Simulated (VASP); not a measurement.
# TiAl3 (I4mm) in VASP: further runs

TiAl3 is run at these levels: PBE; tasks: single point.

Program: VASP 6.6.1. These are calculated values, not measurements. Logs are shortened: lines on timing, memory, paths and dates and some standing lists are left out, and cuts for length are marked.

## (1) The cell of the first run

Symmetry: I4mm, No. 107, tetragonal system. Conventional cell: a = 3.845 Å, b = 3.845 Å, c = 8.623 Å, α = 90.00°, β = 90.00°, γ = 90.00°. Ti (site symmetry 4mm) has 12 Al at 2.72 to 2.89 Å within 3.6 Å. Al (site symmetry 4mm) has 4 Ti at 2.72 Å and 8 Al at 2.81 to 2.96 Å within 3.6 Å. Al (site symmetry 2mm) has 8 Al at 2.72 to 2.96 Å and 4 Ti at 2.89 Å within 3.6 Å.

## (2) Single point, PBE (atom 2 (Al) moved -0.100 Å along Cartesian [0 0 1])

Contents of INCAR:

```
SYSTEM = TiAl3
ALGO = Fast
EDIFF = 1E-6
ENCUT = 520
GGA = PE
ISIF = 2
ISMEAR = 0
LASPH = .True.
LCHARG = .True.
LELF = .True.
LREAL = .False.
LVHAR = .True.
LWAVE = .False.
NBANDS = 18
NELM = 100
PREC = Accurate
SIGMA = 0.15
```

Contents of KPOINTS:

```
k-points
0
Gamma
  18 18 18
  0 0 0
```

Contents of POSCAR:

```
TiAl3
1.0
   -1.9226734292      1.9226734292      4.3114047966
    1.9226734292     -1.9226734292      4.3114047966
    1.9226734292      1.9226734292     -4.3114047966
Ti Al
1 3
Direct
    0.0000000000      0.0000000000      0.0000000000
    0.4884028519      0.4884028519      0.0000000000
    0.7500000000      0.2500000000      0.5000000000
    0.2500000000      0.7500000000      0.5000000000
```

Potentials or basis: VASP PAW PBE potentials, release 64 (Ti_sv, Al).

Run with:

```bash
> cat potpaw_PBE.64/Ti_sv/POTCAR potpaw_PBE.64/Al/POTCAR > POTCAR
> mpirun -np 1 vasp_std > vasp.out
```

OUTCAR:

```text
SYSTEM = TiAl3
   EDIFF = 1E-6
   ENCUT = 520
   GGA = PE
   ISIF = 2
   ISMEAR = 0
   LASPH = .True.
   LREAL = .False.
   NELM = 100
   PREC = Accurate

 ion  position               nearest neighbor table
   1  0.000  0.000  0.000-   2 2.72   2 2.72   2 2.72   2 2.72   4 2.89   3 2.89   4 2.89   4 2.89
                             3 2.89   3 2.89   4 2.89   3 2.89
   2  0.488  0.488  0.000-   1 2.72   1 2.72   1 2.72   1 2.72   4 2.81   3 2.81   4 2.81   3 2.81
                             3 2.96   4 2.96   3 2.96   4 2.96
   3  0.750  0.250  0.500-   4 2.72   4 2.72   4 2.72   4 2.72   2 2.81   2 2.81   1 2.89   1 2.89
                             1 2.89   1 2.89   2 2.96   2 2.96
   4  0.250  0.750  0.500-   3 2.72   3 2.72   3 2.72   3 2.72   2 2.81   2 2.81   1 2.89   1 2.89
                             1 2.89   1 2.89   2 2.96   2 2.96

  LATTYP: Found a body centered tetragonal cell.
 ALAT       =     3.8453468584
 C/A-ratio  =     2.2424009877

  Lattice vectors:

 A1 = (  -1.9226734292,   1.9226734292,   4.3114047966)
 A2 = (   1.9226734292,  -1.9226734292,   4.3114047966)
 A3 = (   1.9226734292,   1.9226734292,  -4.3114047966)

Analysis of symmetry for initial positions (statically):
=====================================================================
 Subroutine PRICEL returns:
 Original cell was already a primitive cell.

 Routine SETGRP: Setting up the symmetry group for a
 body centered tetragonal supercell.

 Subroutine GETGRP returns: Found  8 space group operations
 (whereof  8 operations were pure point group operations)
 out of a pool of 16 trial point group operations.

The static configuration has the point symmetry C_4v.

Analysis of symmetry for dynamics (positions and initial velocities):
=====================================================================
 Subroutine PRICEL returns:
 Original cell was already a primitive cell.

 Routine SETGRP: Setting up the symmetry group for a
 body centered tetragonal supercell.

 Subroutine GETGRP returns: Found  8 space group operations
 (whereof  8 operations were pure point group operations)
 out of a pool of 16 trial point group operations.

The dynamic configuration has the point symmetry C_4v.

 Subroutine INISYM returns: Found  8 space group operations
 (whereof  8 operations are pure point group operations),
[... 93 lines left out ...]
   ICHARG =      2    charge: 1-file 2-atom 10-const
   ISPIN  =      1    spin polarized calculation?
   LNONCOLLINEAR =      F non collinear calculations
   LSORBIT =      F    spin-orbit coupling
   LASPH  =      T    aspherical Exc in radial PAW
   ENCUT  =  520.0 eV  38.22 Ry    6.18 a.u.   9.48  9.48  9.48*2*pi/ulx,y,z
   NELM   =    100;   NELMIN=  2; NELMDL= -5     # of ELM steps
   EDIFF  = 0.1E-05   stopping-criterion for ELM
   LREAL  =      F    real-space projection
   EDIFFG = 0.1E-04   stopping-criterion for IOM
   NSW    =      0    number of steps for IOM
   IBRION =     -1    ionic relax: 0-MD 1-quasi-New 2-CG
   NFREE  =      0    steps in history (QN), initial steepest desc. (CG)
   ISIF   =      2    stress and relaxation
   ISYM   =      2    0-nonsym 1-usesym 2-fastsym
   POTIM  = 0.5000    time-step for ionic-motion
   TEBEG  =    0.0;   TEEND  =   0.0 temperature during run
   PSTRESS=    0.0 pullay stress
   NELECT =      21.0000    total number of electrons
   NUPDOWN=      -1.0000    fix difference up-down
   EMIN   =  10.00;   EMAX   =-10.00  energy-range for DOS
   EFERMI =   0.00;   METHOD = LEGACY
   ISMEAR =     0;   SIGMA  =   0.15  broadening in eV -4-tet -1-fermi 0-gaus
   EFERMI_NEDOS =   21; number of points for ismear=-14 and -15
   IALGO  =     68    algorithm
   IMIX   =      4    mixing-type and parameters
     AMIX     =   0.40;   BMIX     =  1.00
     AMIX_MAG =   1.60;   BMIX_MAG =  1.00
  volume/ion in A,a.u.               =      15.94       107.55
  Fermi-wavevector in a.u.,A,eV,Ry     =   1.130623  2.136568 17.392455  1.278309
  Thomas-Fermi vector in A             =   2.267320
   LORBIT       =      0    0 simple, 1 ext, 2 COOP (PROOUT), +10 PAW based schemes
   GGA     = PE    functional components
   LHFCALC =     F    Hartree Fock is set to
   AEXX    =    0.0000 exact exchange contribution
   IVDW    =     0    specifies the selected vdW correction
   LEPSILON=     F    determine dielectric tensor
   LRPA    =     F    only Hartree local field effects (RPA)
 non-spin polarized calculation
 RMM-DIIS sequential band-by-band and
 Gauss-broadening in eV      SIGMA  =   0.15
  energy-cutoff  :      520.00
  volume of cell :       63.75
 maximum number of plane-waves:      1752
 NGX is ok and might be reduce to    40
   NGX = 19   NGY = 19   NGZ = 19

 number of electron      21.0000000 magnetization

 Free energy of the ion-electron system (eV)
  ---------------------------------------------------
  ext. energy  EPLUGINS =         0.00000000
  ---------------------------------------------------
  free energy    TOTEN  =       -20.65158354 eV

  energy without entropy =      -20.63191800  energy(sigma->0) =      -20.64175077

 E-fermi :   8.1723     XC(G=0): -10.7164

 val. band max:        8.1716157771   @ k =  -0.2222   0.5000   0.0556
 cond. band min:       8.1743617018   @ k =  -0.4444   0.5000   0.4444
 fundamental gap:      0.0027459247
 Fermi energy:         8.1723161841

 k-point     1 :       0.0000    0.0000    0.0000
  band No.  band energies     occupation
      1     -48.3350      2.00000
      2     -24.6466      2.00000
      3     -24.6466      2.00000
      4     -24.5694      2.00000
      5      -1.8664      2.00000
      6       5.3135      2.00000
[... 481 lines left out ...]
      5      -1.2751      2.00000
      6       4.3629      2.00000
[... 10 lines left out ...]
     17      12.3593      0.00000
     18      13.5383      0.00000

 [... further k-points ...]
[... 5 lines left out ...]
  --------------------------------------------------------------------------------------
  -------------------------------------------------------------------------------------
  Total        0.0493463      0.0493463      0.0339086      0.0000000     -0.0000000      0.0000000
  in kB        1.2401527      1.2401527      0.8521794      0.0000000     -0.0000000      0.0000000
  external PRESSURE =       1.1108283 kB  Pullay stress =       0.0000000 kB

 VOLUME and BASIS-vectors are now :
 -----------------------------------------------------------------------------
  energy-cutoff  :      520.00
  volume of cell :       63.75
      direct lattice vectors                 reciprocal lattice vectors
    -1.922673429  1.922673429  4.311404797     0.000000000  0.260054564  0.115971481
     1.922673429 -1.922673429  4.311404797     0.260054564  0.000000000  0.115971481
     1.922673429  1.922673429 -4.311404797     0.260054564  0.260054564  0.000000000

 POSITION                                       TOTAL-FORCE (eV/Angst)
 -----------------------------------------------------------------------------------
      0.00000      0.00000      0.00000        -0.000000     -0.000000      0.023633
      0.00000      0.00000      4.21140         0.000000      0.000000      0.389243
     -0.00000      1.92267      2.15570        -0.000000     -0.000000     -0.206438
      1.92267     -0.00000      2.15570        -0.000000     -0.000000     -0.206438
 -----------------------------------------------------------------------------------
    total drift:                               -0.000000     -0.000000      0.000188

  FREE ENERGIE OF THE ION-ELECTRON SYSTEM (eV)
  ---------------------------------------------------
  free  energy   TOTEN  =       -20.6515835437 eV

  energy  without entropy=      -20.6319179998  energy(sigma->0) =      -20.64175077
```

OSZICAR:

```text
N       E                     dE             d eps       ncg     rms          rms(c)
DAV:   1     0.121359604364E+03    0.12136E+03   -0.91997E+03 17280   0.108E+03
DAV:   2    -0.139030105941E+02   -0.13526E+03   -0.13172E+03 17498   0.283E+02
DAV:   3    -0.224690197720E+02   -0.85660E+01   -0.83972E+01 27392   0.663E+01
[... 20 lines left out ...]
RMM:  24    -0.206515782806E+02   -0.20131E-05   -0.28409E-05 23413   0.212E-02    0.123E-02
RMM:  25    -0.206515801690E+02   -0.18884E-05   -0.21177E-05 19749   0.150E-02    0.125E-02
RMM:  26    -0.206515815602E+02   -0.13912E-05   -0.15716E-05 19110   0.131E-02    0.123E-02
RMM:  27    -0.206515826329E+02   -0.10726E-05   -0.12873E-05 18166   0.118E-02    0.119E-02
RMM:  28    -0.206515835437E+02   -0.91088E-06   -0.97936E-06 17709   0.104E-02
   1 F= -.20651584E+02 E0= -.20641751E+02  d E =-.196655E-01
```

Wall time 15 min (1 thread of Intel Xeon 6975P-C (Granite Rapids), shared host); peak memory 0.65 GiB.

What came out:

```
Free energy            : -20.6516 eV
Pressure               : 0.1 GPa
Largest force          : 0.389 eV/Å
Band gap on the k mesh : zero (an odd number of electrons rules out a gap without spin polarisation)
```

Forces in eV/Å, atoms in the order of the input:
```
Ti   0.000  0.000  0.024
Al   0.000  0.000  0.389
Al   0.000  0.000 -0.206
Al   0.000  0.000 -0.206
```

Caveat: the cell differs from its parent crystal (atom 2 (Al) moved -0.100 Å along Cartesian [0 0 1]).

## (3) Single point, PBE (atom 2 (Al) moved +0.075 Å along Cartesian [0 0 1])

Contents of INCAR:

```
SYSTEM = TiAl3
PREC     = Accurate       ! precision mode
ENCUT    = 520            ! plane-wave cutoff, eV
EDIFF    = 1E-7           ! SCF threshold, eV
ISMEAR   = 0              ! smearing method
SIGMA    = 0.15           ! smearing width, eV
LREAL    = .False.        ! projectors in reciprocal space
LASPH    = .True.         ! aspherical terms in the spheres
NELM     = 80             ! most SCF steps
ALGO     = Fast           ! electronic algorithm
ISIF     = 2              ! what is computed and relaxed
LWAVE    = .False.        ! write WAVECAR
LCHARG   = .False.        ! write CHGCAR
GGA      = PE             ! functional
NBANDS   = 18             ! bands
```

Contents of KPOINTS:

```
regular mesh
0
Gamma
  18 18 18
  0 0 0
```

Edit POSCAR of step 2 so:

```diff
@@ -9,3 +9,3 @@
     0.0000000000      0.0000000000      0.0000000000
-    0.4884028519      0.4884028519      0.0000000000
+    0.5086978611      0.5086978611      0.0000000000
     0.7500000000      0.2500000000      0.5000000000
```

Potentials or basis: VASP PAW PBE potentials, release 64 (Ti_sv, Al).

Run with:

```bash
> cat potpaw_PBE.64/Ti_sv/POTCAR potpaw_PBE.64/Al/POTCAR > POTCAR
> mpirun -np 1 vasp_std > vasp.out
```

OUTCAR:

```text
SYSTEM = TiAl3
   PREC = Accurate
   ENCUT = 520
   EDIFF = 1E-7
   ISMEAR = 0
   LREAL = .False.
   LASPH = .True.
   NELM = 80
   ISIF = 2
   GGA = PE

 ion  position               nearest neighbor table
   1  0.000  0.000  0.000-   2 2.72   2 2.72   2 2.72   2 2.72   4 2.89   3 2.89   4 2.89   3 2.89
                             3 2.89   4 2.89   3 2.89   4 2.89
   2  0.509  0.509  0.000-   1 2.72   1 2.72   1 2.72   1 2.72   4 2.83   3 2.83   4 2.83   3 2.83
                             4 2.94   4 2.94   3 2.94   3 2.94
   3  0.750  0.250  0.500-   4 2.72   4 2.72   4 2.72   4 2.72   2 2.83   2 2.83   1 2.89   1 2.89
                             1 2.89   1 2.89   2 2.94   2 2.94
   4  0.250  0.750  0.500-   3 2.72   3 2.72   3 2.72   3 2.72   2 2.83   2 2.83   1 2.89   1 2.89
                             1 2.89   1 2.89   2 2.94   2 2.94

  LATTYP: Found a body centered tetragonal cell.
 ALAT       =     3.8453468584
 C/A-ratio  =     2.2424009877

  Lattice vectors:

 A1 = (  -1.9226734292,   1.9226734292,   4.3114047966)
 A2 = (   1.9226734292,  -1.9226734292,   4.3114047966)
 A3 = (   1.9226734292,   1.9226734292,  -4.3114047966)

Analysis of symmetry for initial positions (statically):
[... 175 lines left out ...]
  free energy    TOTEN  =       -20.66007667 eV

  energy without entropy =      -20.64047081  energy(sigma->0) =      -20.65027374

 E-fermi :   8.1736     XC(G=0): -10.7169

 val. band max:        8.1692932845   @ k =   0.3333   0.0000  -0.0000
 cond. band min:       8.1748494168   @ k =  -0.2222   0.5000   0.0556
 fundamental gap:      0.0055561323
 Fermi energy:         8.1736298297

 k-point     1 :       0.0000    0.0000    0.0000
  band No.  band energies     occupation
      1     -48.3320      2.00000
      2     -24.6439      2.00000
      3     -24.6439      2.00000
      4     -24.5663      2.00000
      5      -1.8627      2.00000
      6       5.3136      2.00000
[... 481 lines left out ...]
      5      -1.2711      2.00000
      6       4.3651      2.00000
[... 10 lines left out ...]
     17      12.3638      0.00000
     18      13.5354      0.00000

 [... further k-points ...]
[... 5 lines left out ...]
  --------------------------------------------------------------------------------------
  -------------------------------------------------------------------------------------
  Total        0.0335889      0.0335889      0.0073892      0.0000000     -0.0000000      0.0000000
  in kB        0.8441431      0.8441431      0.1857035      0.0000000     -0.0000000      0.0000000
  external PRESSURE =       0.6246632 kB  Pullay stress =       0.0000000 kB

 VOLUME and BASIS-vectors are now :
 -----------------------------------------------------------------------------
  energy-cutoff  :      520.00
  volume of cell :       63.75
      direct lattice vectors                 reciprocal lattice vectors
    -1.922673429  1.922673429  4.311404797     0.000000000  0.260054564  0.115971481
     1.922673429 -1.922673429  4.311404797     0.260054564  0.000000000  0.115971481
     1.922673429  1.922673429 -4.311404797     0.260054564  0.260054564  0.000000000

 POSITION                                       TOTAL-FORCE (eV/Angst)
 -----------------------------------------------------------------------------------
      0.00000      0.00000      0.00000        -0.000000     -0.000000     -0.017718
      0.00000      0.00000      4.38640         0.000000      0.000000     -0.290336
     -0.00000      1.92267      2.15570        -0.000000      0.000000      0.154027
      1.92267     -0.00000      2.15570         0.000000     -0.000000      0.154027
 -----------------------------------------------------------------------------------
    total drift:                                0.000000      0.000000     -0.000008

  FREE ENERGIE OF THE ION-ELECTRON SYSTEM (eV)
  ---------------------------------------------------
  free  energy   TOTEN  =       -20.6600766654 eV

  energy  without entropy=      -20.6404708138  energy(sigma->0) =      -20.65027374
```

OSZICAR:

```text
N       E                     dE             d eps       ncg     rms          rms(c)
DAV:   1     0.121361751657E+03    0.12136E+03   -0.91995E+03 17280   0.108E+03
DAV:   2    -0.139119051481E+02   -0.13527E+03   -0.13172E+03 17496   0.283E+02
DAV:   3    -0.224700263431E+02   -0.85581E+01   -0.83838E+01 27396   0.662E+01
[... 34 lines left out ...]
RMM:  38    -0.206600762687E+02   -0.13472E-06   -0.15866E-06 13505   0.200E-03    0.193E-04
RMM:  39    -0.206600763835E+02   -0.11487E-06   -0.14438E-06 14439   0.198E-03    0.990E-05
RMM:  40    -0.206600764882E+02   -0.10464E-06   -0.12332E-06 14672   0.193E-03    0.460E-05
RMM:  41    -0.206600765825E+02   -0.94262E-07   -0.11305E-06 13261   0.183E-03    0.558E-05
RMM:  42    -0.206600766654E+02   -0.82963E-07   -0.97528E-07 13038   0.177E-03
   1 F= -.20660077E+02 E0= -.20650274E+02  d E =-.196059E-01
```

Wall time 23 min (1 thread of Intel Xeon 6975P-C (Granite Rapids), shared host); peak memory 0.66 GiB.

What came out:

```yaml
Free_energy: -20.6601 eV
Pressure: 0.1 GPa
Largest_force: 0.290 eV/Å
Band_gap_on_the_k_mesh: zero (an odd number of electrons rules out a gap without spin polarisation)
```

Forces in eV/Å, atoms in the order of the input:
```
Ti   0.000  0.000 -0.018
Al   0.000  0.000 -0.290
Al   0.000  0.000  0.154
Al   0.000  0.000  0.154
```

Levels at points of the mesh, in eV from the Fermi level:
```csv
k point,band 9,band 10,band 11,band 12,band 13,band 14
"(0.00, 0.00, 0.00)",-1.22,-1.22,0.82,1.72,1.72,2.22
"(0.50, 0.00, 0.00)",-1.05,-0.25,0.50,1.78,2.05,2.65
"(0.50, 0.50, 0.00)",-2.69,-2.20,-0.97,1.74,1.91,2.65
"(0.50, 0.50, 0.50)",-0.94,-0.23,0.70,0.70,0.93,3.03
```

Caveat: the cell differs from its parent crystal (atom 2 (Al) moved +0.075 Å along Cartesian [0 0 1]).

## (4) Single point, PBE (atom 2 (Al) moved -0.050 Å along Cartesian [0 0 1])

Contents of INCAR:

```
SYSTEM = TiAl3
ALGO = Fast
EDIFF = 1E-6
ENCUT = 520
GGA = PE
ISIF = 2
ISMEAR = 0
LASPH = .True.
LCHARG = .False.
LREAL = .False.
LWAVE = .False.
NBANDS = 18
NELM = 80
PREC = Accurate
SIGMA = 0.15
```

Contents of KPOINTS:

```
k-points
0
Gamma
  18 18 18
  0 0 0
```

Edit POSCAR of step 3 so:

```diff
@@ -9,3 +9,3 @@
     0.0000000000      0.0000000000      0.0000000000
-    0.5086978611      0.5086978611      0.0000000000
+    0.4942014259      0.4942014259      0.0000000000
     0.7500000000      0.2500000000      0.5000000000
```

Run with:

```bash
> cat potpaw_PBE.64/Ti_sv/POTCAR potpaw_PBE.64/Al/POTCAR > POTCAR
> mpirun -np 1 vasp_std > vasp.out
```

Run time: 19 min. Hardware: 1 thread of Intel Xeon 6975P-C (Granite Rapids), shared host; peak memory 0.66 GiB.

Results (log left out):

| Item | Value |
| --- | --- |
| Free energy | -20.6661 eV |
| Pressure | 0.0 GPa |
| Largest force | 0.193 eV/Å |
| Band gap on the k mesh | zero (an odd number of electrons rules out a gap without spin polarisation) |

Forces on the atoms (eV/Å):
```
Ti   0.000  0.000  0.012
Al   0.000  0.000  0.193
Al   0.000  0.000 -0.102
Al   0.000  0.000 -0.102
```

Stress tensor (GPa, compression positive):
```
 0.05  0.00  0.00
 0.00  0.05  0.00
 0.00  0.00 -0.03
```

Levels at points of the mesh, in eV from the Fermi level:
```tsv
k point	band 9	band 10	band 11	band 12	band 13	band 14
(0.00, 0.00, 0.00)	-1.22	-1.22	0.82	1.71	1.71	2.23
(0.50, 0.00, 0.00)	-1.05	-0.26	0.50	1.78	2.06	2.66
(0.50, 0.50, 0.00)	-2.69	-2.20	-0.98	1.73	1.91	2.65
(0.50, 0.50, 0.50)	-0.93	-0.23	0.70	0.70	0.93	3.04
```

Caveat: the cell differs from its parent crystal (atom 2 (Al) moved -0.050 Å along Cartesian [0 0 1]).

## (5) The runs side by side

```tsv
cell	further INCAR settings	gap on the mesh (eV)	pressure (GPa)	largest force (eV/Å)
as given, atomic positions A	ALGO = Fast; EDIFF = 1e-06; NBANDS = 18	none	0.1	0.39
as given, atomic positions B	ALGO = Fast; EDIFF = 1e-07; NBANDS = 18	none	0.1	0.29
as given, atomic positions C	ALGO = Fast; EDIFF = 1e-06; NBANDS = 18	none	0.0	0.19
```

Alike in all rows: task single point; level PBE; potentials or basis VASP PAW PBE potentials, release 64 (Ti_sv, Al); no spin polarisation; k mesh 18 × 18 × 18; cutoff (eV) 520; smearing gaussian 0.15 eV.

Absolute energies hang on the potentials; compare differences alone.
